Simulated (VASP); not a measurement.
# MnHg (Pm-3m) in VASP: a series of runs

MnHg is run at these levels: PBE, r2SCAN; tasks: single point.

Program: VASP 6.6.1. These are calculated values, not measurements. Logs are shortened: lines on timing, memory, paths and dates and some standing lists are left out, and cuts for length are marked.

## Step 1: The cell of the first run

Symmetry: Pm-3m, No. 221, cubic system. Conventional cell: a = 3.315 Å, b = 3.315 Å, c = 3.315 Å, α = 90.00°, β = 90.00°, γ = 90.00°. Mn (site symmetry m-3m) has 8 Hg at 2.87 Å and 6 Mn at 3.31 to 3.32 Å within 3.8 Å. Within 3.8 Å of Hg (site symmetry m-3m) lie 8 Mn at 2.87 Å and 6 Hg at 3.31 Å.

## Step 2: Single point, PBE

Input file INCAR:

```
SYSTEM = MnHg
PREC     = Accurate       ! precision mode
ENCUT    = 520            ! plane-wave cutoff, eV
EDIFF    = 1E-7           ! SCF threshold, eV
ISMEAR   = -1             ! smearing method
SIGMA    = 0.05           ! smearing width, eV
LREAL    = .FALSE.        ! projectors in reciprocal space
LASPH    = .TRUE.         ! aspherical terms in the spheres
NELM     = 100            ! most SCF steps
ALGO     = Normal         ! electronic algorithm
ISIF     = 2              ! what is computed and relaxed
LWAVE    = .FALSE.        ! write WAVECAR
LCHARG   = .FALSE.        ! write CHGCAR
GGA      = PE             ! functional
NBANDS   = 33             ! bands
```

Input file KPOINTS:

```
regular mesh
0
G
  5 10 10
  0 0 0
```

Input file POSCAR:

```
MnHg
1.0
    6.6300000000      0.0000000000      0.0000000000
    0.0000000000      3.3150000000      0.0000000000
    0.0000000000      0.0000000000      3.3150000000
Mn Hg
2 2
Direct
    0.2500000000      0.5000000000      0.5000000000
    0.7500000000      0.5000000000      0.5000000000
    0.0000000000      0.0000000000      0.0000000000
    0.5000000000      0.0000000000      0.0000000000
```

Potentials or basis: VASP PAW PBE potentials, release 64 (Mn_pv, Hg).

On the command line:

```console
$ cat potpaw_PBE.64/Mn_pv/POTCAR potpaw_PBE.64/Hg/POTCAR > POTCAR
$ mpirun -np 1 vasp_std > vasp.out
```

OUTCAR:

```text
SYSTEM = MnHg
   PREC = Accurate
   ENCUT = 520
   EDIFF = 1E-7
   ISMEAR = -1
   LREAL = .FALSE.
   LASPH = .TRUE.
   NELM = 100
   ISIF = 2
   GGA = PE

 ion  position               nearest neighbor table
   1  0.250  0.500  0.500-   3 2.87   4 2.87   3 2.87   4 2.87   3 2.87   4 2.87   3 2.87   4 2.87

   2  0.750  0.500  0.500-   3 2.87   4 2.87   3 2.87   4 2.87   3 2.87   4 2.87   3 2.87   4 2.87

   3  0.000  0.000  0.000-   1 2.87   2 2.87   1 2.87   2 2.87   1 2.87   2 2.87   1 2.87   2 2.87
                             4 3.31   4 3.31
   4  0.500  0.000  0.000-   1 2.87   2 2.87   1 2.87   2 2.87   1 2.87   2 2.87   1 2.87   2 2.87
                             3 3.31   3 3.31

  LATTYP: Found a simple tetragonal cell.
 ALAT       =     3.3150000000
 C/A-ratio  =     2.0000000000

  Lattice vectors:

 A1 = (   0.0000000000,   3.3150000000,   0.0000000000)
 A2 = (   0.0000000000,   0.0000000000,   3.3150000000)
 A3 = (   6.6300000000,   0.0000000000,   0.0000000000)

Analysis of symmetry for initial positions (statically):
=====================================================================
 Subroutine PRICEL returns following result:

  LATTYP: Found a simple cubic cell.
 ALAT       =     3.3150000000

  Lattice vectors:

 A1 = (   3.3150000000,   0.0000000000,   0.0000000000)
 A2 = (   0.0000000000,   3.3150000000,   0.0000000000)
 A3 = (   0.0000000000,   0.0000000000,   3.3150000000)

   2 primitive cells build up your supercell.

 Routine SETGRP: Setting up the symmetry group for a
 simple tetragonal supercell.

 Subroutine GETGRP returns: Found 16 space group operations
 (whereof 16 operations were pure point group operations)
 out of a pool of 16 trial point group operations.

The static configuration has the point symmetry D_4h.

Analysis of symmetry for dynamics (positions and initial velocities):
=====================================================================
 Subroutine PRICEL returns following result:

  LATTYP: Found a simple cubic cell.
 ALAT       =     3.3150000000

  Lattice vectors:

 A1 = (   3.3150000000,   0.0000000000,   0.0000000000)
 A2 = (   0.0000000000,   3.3150000000,   0.0000000000)
 A3 = (   0.0000000000,   0.0000000000,   3.3150000000)

   2 primitive cells build up your supercell.

 Routine SETGRP: Setting up the symmetry group for a
 simple tetragonal supercell.

 Subroutine GETGRP returns: Found 16 space group operations
 (whereof 16 operations were pure point group operations)
 out of a pool of 16 trial point group operations.

The dynamic configuration has the point symmetry D_4h.

 Subroutine INISYM returns: Found 16 space group operations
 (whereof 16 operations are pure point group operations),
 and found     2 'primitive' translations

----------------------------------------------------------------------------------------

                                     Primitive cell

  volume of cell :      36.4293

  direct lattice vectors                    reciprocal lattice vectors
     3.315000000  0.000000000  0.000000000     0.301659125  0.000000000  0.000000000
     0.000000000  3.315000000  0.000000000     0.000000000  0.301659125  0.000000000
     0.000000000  0.000000000  3.315000000     0.000000000  0.000000000  0.301659125

  length of vectors
     3.315000000  3.315000000  3.315000000     0.301659125  0.301659125  0.301659125

  position of ions in fractional coordinates (direct lattice)
     0.500000000  0.500000000  0.500000000
     0.000000000  0.000000000  0.000000000

  ion indices of the primitive-cell ions
   primitive index   ion index
                 1           1
                 2           3

----------------------------------------------------------------------------------------

 KPOINTS: regular mesh

Automatic generation of k-mesh.
 Grid dimensions read from file:
 generate k-points for:    5   10   10

 Generating k-lattice:

  Cartesian coordinates                     Fractional coordinates (reciprocal lattice)
     0.030165913  0.000000000  0.000000000     0.200000000  0.000000000  0.000000000
     0.000000000  0.030165913  0.000000000     0.000000000  0.100000000  0.000000000
     0.000000000  0.000000000  0.030165913     0.000000000  0.000000000  0.100000000

  Length of vectors
     0.030165913  0.030165913  0.030165913

  Shift w.r.t. Gamma in fractional coordinates (k-lattice)
     0.000000000  0.000000000  0.000000000

 Subroutine IBZKPT returns following result:
 ===========================================

 Found     63 irreducible k-points:

 Following reciprocal coordinates:
            Coordinates               Weight
  0.000000  0.000000  0.000000      1.000000
  0.200000  0.000000  0.000000      2.000000
  0.400000  0.000000  0.000000      2.000000
  0.000000  0.100000  0.000000      4.000000
  0.200000  0.100000  0.000000      8.000000
  0.400000  0.100000  0.000000      8.000000
[... 16 lines left out ...]
  0.200000  0.200000  0.100000     16.000000
  0.400000  0.200000  0.100000     16.000000
 [... further k-points ...]
   k-points           NKPTS =     63   k-points in BZ     NKDIM =     63   number of bands    NBANDS=     33
   number of dos      NEDOS =    301   number of ions     NIONS =      4
   total plane-waves  NPLWV =  39200
   dimension x,y,z NGX =    50 NGY =   28 NGZ =   28
   dimension x,y,z NGXF=   100 NGYF=   56 NGZF=   56
   ions per type =               2   2
   NGX,Y,Z   is equivalent  to a cutoff of  12.54, 14.04, 14.04 a.u.
   NGXF,Y,Z  is equivalent  to a cutoff of  25.07, 28.08, 28.08 a.u.
 SYSTEM =  MnHg
   PREC   = accura    normal or accurate (medium, high low for compatibility)
   ISTART =      0    job   : 0-new  1-cont  2-samecut
   ICHARG =      2    charge: 1-file 2-atom 10-const
   ISPIN  =      1    spin polarized calculation?
   LNONCOLLINEAR =      F non collinear calculations
   LSORBIT =      F    spin-orbit coupling
   LASPH  =      T    aspherical Exc in radial PAW
   ENCUT  =  520.0 eV  38.22 Ry    6.18 a.u.  12.33  6.16  6.16*2*pi/ulx,y,z
   NELM   =    100;   NELMIN=  2; NELMDL= -5     # of ELM steps
   EDIFF  = 0.1E-06   stopping-criterion for ELM
   LREAL  =      F    real-space projection
   EDIFFG = 0.1E-05   stopping-criterion for IOM
   NSW    =      0    number of steps for IOM
   IBRION =     -1    ionic relax: 0-MD 1-quasi-New 2-CG
   NFREE  =      0    steps in history (QN), initial steepest desc. (CG)
   ISIF   =      2    stress and relaxation
   ISYM   =      2    0-nonsym 1-usesym 2-fastsym
   POTIM  = 0.5000    time-step for ionic-motion
   TEBEG  =    0.0;   TEEND  =   0.0 temperature during run
   PSTRESS=    0.0 pullay stress
   NELECT =      50.0000    total number of electrons
   NUPDOWN=      -1.0000    fix difference up-down
   EMIN   =  10.00;   EMAX   =-10.00  energy-range for DOS
   EFERMI =   0.00;   METHOD = LEGACY
   ISMEAR =    -1;   SIGMA  =   0.05  broadening in eV -4-tet -1-fermi 0-gaus
   EFERMI_NEDOS =   21; number of points for ismear=-14 and -15
   IALGO  =     38    algorithm
   IMIX   =      4    mixing-type and parameters
     AMIX     =   0.40;   BMIX     =  1.00
     AMIX_MAG =   1.60;   BMIX_MAG =  1.00
  volume/ion in A,a.u.               =      18.21       122.92
  Fermi-wavevector in a.u.,A,eV,Ry     =   1.444014  2.728790 28.370534  2.085175
  Thomas-Fermi vector in A             =   2.562356
   LORBIT       =      0    0 simple, 1 ext, 2 COOP (PROOUT), +10 PAW based schemes
   GGA     = PE    functional components
   LHFCALC =     F    Hartree Fock is set to
   AEXX    =    0.0000 exact exchange contribution
   IVDW    =     0    specifies the selected vdW correction
   LEPSILON=     F    determine dielectric tensor
   LRPA    =     F    only Hartree local field effects (RPA)
 non-spin polarized calculation
  energy-cutoff  :      520.00
  volume of cell :       72.86
 maximum number of plane-waves:      1988
 NGX is ok and might be reduce to    50
   NGX = 25   NGY = 13   NGZ = 13

 number of electron      50.0000021 magnetization

 Free energy of the ion-electron system (eV)
  ---------------------------------------------------
  ext. energy  EPLUGINS =         0.00000000
  ---------------------------------------------------
  free energy    TOTEN  =       -14.09474015 eV

  energy without entropy =      -14.00516373  energy(sigma->0) =      -14.04995194

 E-fermi :   4.7557     XC(G=0): -11.7306

 val. band max:        4.7527105785   @ k =   0.4000   0.3000   0.2000
 cond. band min:       4.7596778505   @ k =   0.4000   0.3000   0.2000
 fundamental gap:      0.0069672719
 Fermi energy:         4.7556762802

 k-point     1 :       0.0000    0.0000    0.0000
  band No.  band energies     occupation
      1     -42.9051      2.00000
      2     -42.8872      2.00000
      3     -42.8872      2.00000
      4     -42.8872      2.00000
      5     -42.8861      2.00000
      6     -42.8861      2.00000
[... 25 lines left out ...]
     32      10.5556      0.00000
     33      14.5246      0.00000

 k-point     2 :       0.2000    0.0000    0.0000
  band No.  band energies     occupation
      1     -42.9034      2.00000
      2     -42.8890      2.00000
      3     -42.8871      2.00000
      4     -42.8871      2.00000
      5     -42.8862      2.00000
      6     -42.8862      2.00000
[... 25 lines left out ...]
     32      10.8719      0.00000
     33      14.5108      0.00000

 k-point     3 :       0.4000    0.0000    0.0000
  band No.  band energies     occupation
      1     -42.8989      2.00000
      2     -42.8934      2.00000
      3     -42.8869      2.00000
      4     -42.8869      2.00000
      5     -42.8865      2.00000
      6     -42.8865      2.00000
[... 25 lines left out ...]
     32      11.7396      0.00000
     33      13.0030      0.00000

 k-point     4 :       0.0000    0.1000    0.0000
  band No.  band energies     occupation
      1     -42.9049      2.00000
      2     -42.8890      2.00000
      3     -42.8877      2.00000
      4     -42.8871      2.00000
      5     -42.8871      2.00000
      6     -42.8860      2.00000
[... 673 lines left out ...]
     32      11.2128      0.00000
     33      11.9768      0.00000

 k-point    23 :       0.2000    0.2000    0.1000
  band No.  band energies     occupation
      1     -42.9025      2.00000
      2     -42.8931      2.00000
      3     -42.8920      2.00000
      4     -42.8884      2.00000
      5     -42.8884      2.00000
      6     -42.8873      2.00000
[... 25 lines left out ...]
     32      10.4941      0.00000
     33      10.9052      0.00000

 k-point    24 :       0.4000    0.2000    0.1000
  band No.  band energies     occupation
      1     -42.8982      2.00000
      2     -42.8930      2.00000
      3     -42.8926      2.00000
      4     -42.8923      2.00000
      5     -42.8881      2.00000
      6     -42.8877      2.00000
[... 25 lines left out ...]
     32       9.4820      0.00000
     33      11.3235      0.00000

 [... further k-points ...]

------------------------ aborting loop because EDIFF is reached ----------------------------------------

  FORCE on cell =-STRESS in cart. coord.  units (eV):
  Direction    XX          YY          ZZ          XY          YZ          ZX
  --------------------------------------------------------------------------------------
  -------------------------------------------------------------------------------------
  Total       -6.5334511     -6.5369812     -6.5369812      0.0000000      0.0000000      0.0000000
  in kB     -143.6721646   -143.7497913   -143.7497913      0.0000000      0.0000000      0.0000000
  external PRESSURE =    -143.7239157 kB  Pullay stress =       0.0000000 kB

 VOLUME and BASIS-vectors are now :
 -----------------------------------------------------------------------------
  energy-cutoff  :      520.00
  volume of cell :       72.86
      direct lattice vectors                 reciprocal lattice vectors
     6.630000000  0.000000000  0.000000000     0.150829563  0.000000000  0.000000000
     0.000000000  3.315000000  0.000000000     0.000000000  0.301659125  0.000000000
     0.000000000  0.000000000  3.315000000     0.000000000  0.000000000  0.301659125

 POSITION                                       TOTAL-FORCE (eV/Angst)
 -----------------------------------------------------------------------------------
      1.65750      1.65750      1.65750         0.000000      0.000000      0.000000
      4.97250      1.65750      1.65750         0.000000      0.000000      0.000000
      0.00000      0.00000      0.00000         0.000000      0.000000      0.000000
      3.31500      0.00000      0.00000        -0.000000     -0.000000     -0.000000
 -----------------------------------------------------------------------------------
    total drift:                                0.000000      0.000000     -0.000000

  FREE ENERGIE OF THE ION-ELECTRON SYSTEM (eV)
  ---------------------------------------------------
  free  energy   TOTEN  =       -14.0947401480 eV

  energy  without entropy=      -14.0051637324  energy(sigma->0) =      -14.04995194
```

Run time: 66 s. Hardware: 1 thread of Intel Xeon 6975P-C (Granite Rapids), shared host; peak memory 0.26 GiB.

What came out:

```yaml
Free_energy: -14.0947 eV
Pressure: -14.4 GPa
Band_gap_on_the_k_mesh: zero (bands 25 and 26 overlap by 0.67 eV)
```

Caveat: the cell stands under tension; spin-orbit coupling is left out, which moves the levels of the heavy elements; the run has no spin polarisation, though such a crystal can be magnetic. Spin polarisation is off, so any magnetic state and its effect on volume and gap are missing.

## Step 3: Single point, r2SCAN

POSCAR is that of step 2.

Input file INCAR.step1:

```
ALGO     = Normal         # electronic algorithm
EDIFF    = 1E-4           # SCF threshold, eV
ENCUT    = 520            # plane-wave cutoff, eV
GGA      = PE             # functional
ISMEAR   = -1             # smearing method
LASPH    = True           # aspherical terms in the spheres
LCHARG   = False          # write CHGCAR
LREAL    = False          # projectors in reciprocal space
LWAVE    = True           # write WAVECAR
NBANDS   = 33             # bands
NELM     = 80             # most SCF steps
PREC     = Accurate       # precision mode
SIGMA    = 0.05           # smearing width, eV
```

Input file INCAR.step2:

```
ALGO     = Normal         # electronic algorithm
EDIFF    = 1E-7           # SCF threshold, eV
ENCUT    = 520            # plane-wave cutoff, eV
ISIF     = 2              # what is computed and relaxed
ISMEAR   = -1             # smearing method
ISTART   = 1            
LASPH    = True           # aspherical terms in the spheres
LCHARG   = False          # write CHGCAR
LMIXTAU  = True         
LREAL    = False          # projectors in reciprocal space
LWAVE    = False          # write WAVECAR
METAGGA  = R2SCAN         # meta-GGA
NBANDS   = 33             # bands
NELM     = 80             # most SCF steps
PREC     = Accurate       # precision mode
SIGMA    = 0.05           # smearing width, eV
```

Input file KPOINTS:

```
k-points
0
Gamma
  5 10 10
```

Potentials or basis: VASP PAW PBE potentials, release 64 (Mn_pv, Hg).

On the command line:

```console
$ cat potpaw_PBE.64/Mn_pv/POTCAR potpaw_PBE.64/Hg/POTCAR > POTCAR
$ cp INCAR.step1 INCAR
$ mpirun -np 1 vasp_std > vasp.out
$ cp INCAR.step2 INCAR
$ mpirun -np 1 vasp_std > vasp.out
```

Run time: 4.2 min. Hardware: 1 thread of Intel Xeon 6975P-C (Granite Rapids), shared host; peak memory 0.29 GiB.

It converged, with:

```yaml
Free_energy: -122.6114 eV
Pressure: -18.0 GPa
Band_gap_on_the_k_mesh: zero (bands 25 and 26 overlap by 0.59 eV)
```

Levels at points of the mesh, in eV from the Fermi level:
```tsv
k point	band 23	band 24	band 25	band 26	band 27	band 28
(0.00, 0.00, 0.00)	-0.53	-0.53	0.12	0.30	0.30	0.30
(0.00, 0.50, 0.00)	-0.57	-0.53	-0.53	0.12	0.20	0.20
(0.00, 0.50, 0.50)	-0.57	0.20	0.20	0.42	0.44	0.44
```

Caveat: the cell stands under tension; the PAW data sets were made with another functional, which shifts forces and pressure a little; spin-orbit coupling is left out, which moves the levels of the heavy elements; the run has no spin polarisation, though such a crystal can be magnetic. Spin polarisation is off, so any magnetic state and its effect on volume and gap are missing.
